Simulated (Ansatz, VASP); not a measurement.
## ZnS in VASP and in Ansatz

```
CELL_PARAMETERS angstrom
3.33507 0.00000 0.00000
0.00000 3.33507 0.00000
0.00000 0.00000 2.92637
ATOMIC_POSITIONS crystal
Zn 0.50000 0.50000 0.50000
S 0.00000 0.00000 0.00000
```

Alike in both runs: functional PBE; k mesh 6 × 6 × 6; occupations gaussian, width 0.1 eV; no spin polarisation.

Ansatz relaxed the structure, and its values are those at the end. VASP's run is a single point on that final structure, the one shown.

|  | VASP | Ansatz |
| --- | --- | --- |
| version | VASP 6.6.1 | Ansatz 0.2.0 |
| potentials or method | VASP PAW PBE potentials, release 64 (Zn, S), cutoff 520 eV | scalar-relativistic, plane waves, PAW |
| valence electrons in the cell | 18 | 18 |

VASP gave:

- gap on the k mesh at the Fermi level (eV): none
- pressure (GPa): 0.1

Estimate Ansatz's values.

gap on the k mesh at the Fermi level (eV): none; pressure (GPa): 0.0.

A gap of «none» marks a metal or a gap that the smearing closes. The functional is the same, so the differences come from potentials, cutoffs and numerics.
